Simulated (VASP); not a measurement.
Wanted: the native input for a VASP 6.6.1 run.

```
Task                   : single point
Functional             : PBE
Potentials or basis    : VASP PAW PBE potentials, release 64 (Se)
Cutoff                 : 520 eV
k mesh                 : 8 × 8 × 6
Occupations            : fermi-dirac, width 0.03 eV
Spin                   : no spin polarisation
Dipole correction      : no
Further INCAR settings : ALGO = Normal; EDIFF = 1e-06; NBANDS = 16
```

The structure of Se lies in POSCAR:

```
Se
1.0
    4.3551696776      0.0000000000      0.0000000000
   -2.1775848388      3.7716875786      0.0000000000
    0.0000000000      0.0000000000      5.0979335000
Se
3
Direct
    0.2170000000      0.0000000000      0.1666666667
    0.0000000000      0.2170000000      0.8333333333
    0.7830000000      0.7830000000      0.5000000000
```

This cell differs from its parent crystal: zz strain of +3 %.

These files were run (other wordings do the same):

INCAR

```
SYSTEM = Se
  PREC = Accurate
  ENCUT = 520
  EDIFF = 1E-6
  ISMEAR = -1
  SIGMA = 0.03
  LREAL = .False.
  LASPH = .True.
  NELM = 80
  ALGO = Normal
  ISIF = 2
  LWAVE = .False.
  LCHARG = .True.
  GGA = PE
  LELF = .True.
  LVHAR = .True.
  NBANDS = 16
```

KPOINTS

```
regular mesh
0
Gamma
  8 8 6
  0 0 0
```

Potentials or basis: VASP PAW PBE potentials, release 64 (Se).

Run with:

```bash
$ cat potpaw_PBE.64/Se/POTCAR > POTCAR
$ mpirun -np 1 vasp_std > vasp.out
```

Results of the run:

- Pressure: 3.0 GPa
- Largest force: 0.754 eV/Å
- Band gap on the k mesh: 0.89 eV, indirect (least direct gap 0.91 eV)

Caveat: the cell differs from its parent crystal (zz strain of +3 %).

Run time: 18 s on 1 thread of Intel(R) Xeon(R) 6975P-C (Granite Rapids), on a shared host, peak memory 0.21 GiB.
